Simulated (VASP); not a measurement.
A run of VASP 6.6.1:

Contents of INCAR:

```
  ALGO = Normal
  EDIFF = 1E-7
  EDIFFG = -0.08
  ENCUT = 500
  GGA = PE
  GGA_COMPAT = False
  IBRION = 2
  ISIF = 3
  ISMEAR = 0
  LASPH = True
  LCHARG = False
  LMAXMIX = 6
  LREAL = False
  LWAVE = False
  NELM = 200
  NELMIN = 4
  NSW = 36
  PREC = Accurate
  SIGMA = 0.2
```

The input KPOINTS:

```
k-points
0
Gamma
  6 6 6
```

Contents of POSCAR:

```
TbW
1.0
    0.0000000000      3.0709980400      3.0709980400
    3.0709980400      0.0000000000      3.0709980400
    3.0709980400      3.0709980400      0.0000000000
Tb W
1 1
Direct
    0.2500000000      0.2500000000      0.2500000000
    0.0000000000      0.0000000000      0.0000000000
```

Potentials or basis: VASP PAW PBE potentials, release 64 (Tb_3, W_sv), 4f in core.

The run is started by

```sh
$ cat potpaw_PBE.64/Tb_3/POTCAR potpaw_PBE.64/W_sv/POTCAR > POTCAR
$ mpirun -np 1 vasp_std > vasp.out
```

Hardware: 1 thread of Intel Xeon 8259CL (shared host).

Task: Estimate the wall time of this run.

Result: Run time: 77 s on 1 thread of Intel Xeon 8259CL, on a shared host, peak memory 0.16 GiB. Counts: scf iterations 34, k points 16, ion steps 3.
